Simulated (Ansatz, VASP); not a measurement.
## One calculation of ZrB2, two programs

INCAR

```
ALGO     = Normal         # electronic algorithm
EDIFF    = 1E-6           # SCF threshold, eV
ENCUT    = 500            # plane-wave cutoff, eV
GGA      = PE             # functional
GGA_COMPAT= False        
ISIF     = 2              # what is computed and relaxed
ISMEAR   = -1             # smearing method
LASPH    = True           # aspherical terms in the spheres
LCHARG   = False          # write CHGCAR
LREAL    = False          # projectors in reciprocal space
LWAVE    = False          # write WAVECAR
NBANDS   = 16             # bands
NELM     = 120            # most SCF steps
PREC     = Accurate       # precision mode
SIGMA    = 0.02           # smearing width, eV
```

Contents of KPOINTS:

```
k-points
0
Gamma
  12 12 8
```

POSCAR

```
ZrB2
1.0
    3.1664731896      0.0000000000      0.0000000000
   -1.5832365948      2.7422462226      0.0000000000
    0.0000000000      0.0000000000      3.5529409645
Zr B
1 2
Direct
    0.0000000000      0.0000000000      0.0000000000
    0.3333333333      0.6666666667      0.5000000000
    0.6666666667      0.3333333333      0.5000000000
```

Input for Ansatz:

```yaml
crystal:
  lattice:
    - [3.1664731896, 0.0, 0.0]
    - [-1.5832365948, 2.7422462226, 0.0]
    - [0.0, 0.0, 3.5529409645]
  atoms:
    - { symbol: Zr, position: [0.0, 0.0, 0.0] }
    - { symbol: B, position: [0.3333333333, 0.6666666667, 0.5] }
    - { symbol: B, position: [0.6666666667, 0.3333333333, 0.5] }
kpoints:
  mp_grid: { grid: [12, 12, 8] }
  band_path:
    path:
      - [[0.0, 0.0, 0.0], [0.5, -8.838251799843e-17, 0.0], [0.3333333333333, 0.3333333333333, 0.0], [0.0, 0.0, 0.0], [0.0, 0.0, 0.5], [0.5, -8.838251799843e-17, 0.5], [0.3333333333333, 0.3333333333333, 0.5], [0.0, 0.0, 0.5]]
      - [[0.5, -8.838251799843e-17, 0.5], [0.5, -8.838251799843e-17, 0.0]]
      - [[0.3333333333333, 0.3333333333333, 0.5], [0.3333333333333, 0.3333333333333, 0.0]]
    npoints: 10
hamiltonian:
  xc: pbe
scf:
  occupations: { method: fermi_dirac, width: 0.02 }
  n_extra_bands: 4
output:
  forces: true
  stress: true
  eigenvalues: true
```

Alike in both runs: task single point; functional PBE; k mesh 12 × 12 × 8; occupations fermi-dirac, width 0.02 eV; no spin polarisation.

```csv
,VASP,Ansatz
version,VASP 6.6.1,Ansatz 0.2.0
potentials or method,"VASP PAW PBE potentials, release 64 (Zr_sv, B)","plane waves, PAW"
plane-wave cutoff (eV),500,420
valence electrons in the cell,18,18
```

Ansatz gave:

- pressure (GPa): 0.0
- traceless stress, the component that is largest in VASP (GPa): -0.78

Problem. Which values does VASP return?

Solution. Pressure (GPa): 0.2; traceless stress, the component that is largest in VASP (GPa): -0.74.
